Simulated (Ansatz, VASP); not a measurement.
**CoO in VASP and in Ansatz**

File INCAR:

```
  AGGAC = 1.0
  AGGAX = 1.0
  ALDAC = 0.0
  ALDAX = 1.0
  ALGO = Normal
  EDIFF = 1E-6
  ENCUT = 520
  GGA = B5
  ISIF = 2
  ISMEAR = 0
  ISPIN = 2
  LASPH = T
  LCHARG = T
  LDAU = T
  LDAUJ = 0 0
  LDAUL = 2 -1
  LDAUPRINT = 1
  LDAUTYPE = 2
  LDAUU = 3.3 0
  LELF = T
  LMAXMIX = 4
  LORBIT = 11
  LREAL = F
  LVHAR = T
  LWAVE = F
  MAGMOM = 2.89 0.25
  NBANDS = 18
  NELM = 150
  PREC = Accurate
  SIGMA = 0.05
```

Contents of KPOINTS:

```
k-points
0
Gamma
  10 10 10
```

File POSCAR:

```
CoO
1.0
    0.0000000000      2.2058642199      2.2058642199
    2.2058642199      0.0000000000      2.2058642199
    2.2058642199      2.2058642199      0.0000000000
Co O
1 1
Direct
    0.0000000000      0.0000000000      0.0000000000
    0.5000000000      0.5000000000      0.5000000000
```

Input for Ansatz:

```yaml
crystal:
  lattice:
    - [0.0, 2.2058642199, 2.2058642199]
    - [2.2058642199, 0.0, 2.2058642199]
    - [2.2058642199, 2.2058642199, 0.0]
  atoms:
    - { symbol: Co, position: [0.0, 0.0, 0.0], spin: 2.88 }
    - { symbol: O, position: [0.5, 0.5, 0.5] }
basis:
  ecutwfc: 420
  ecutrho_ratio: 4
kpoints:
  mp_grid: { grid: [10, 10, 10] }
hamiltonian:
  xc: blyp
  hubbard:
    sites:
      - { species: Co, l: d, u_eff: 3.3, starting_ns: start.occupation_matrices }
    ns_hold: { iters: 6 }
scf:
  occupations: { method: gaussian, width: 0.05 }
  lower_state_search: "off"
output:
  forces: true
  stress: true
  eigenvalues: true
  populations: true
  hubbard: { sites: [{ species: Co, l: d }] }
magnetization:
  spin_polarized: true
```

Alike in both runs: task single point; functional BLYP; k mesh 10 × 10 × 10; occupations gaussian, width 0.05 eV; collinear spin; Hubbard terms Co d U = 3.3 eV.

|  | VASP | Ansatz |
| --- | --- | --- |
| version | VASP 6.6.1 | Ansatz 0.2.0 |
| potentials or method | VASP PAW PBE potentials, release 64 (Co, O), cutoff 520 eV | scalar-relativistic, plane waves, PAW |
| valence electrons in the cell | 15 | 23 |

|  | VASP | Ansatz | Ansatz less VASP |
| --- | --- | --- | --- |
| pressure (GPa) | -10.2 | -2.9 | +7.25 |
| net moment per atom (μB) | 1.50 | 1.50 | 0.000 |
| size of the moment on the site where the two differ most (μB) | 2.71 | 2.62 | -0.085 |

VASP's potentials were made for PBE, not for BLYP. Site moments also hang on the region over which each program counts them. The programs project onto different local orbitals, so the same U acts differently, and such runs can settle in different states. VASP's potentials hold 15 valence electrons a cell and Ansatz's 23, so a difference there can come from the potentials and not from the codes. Ansatz's warnings: symmetry narrowed by occupation matrices.
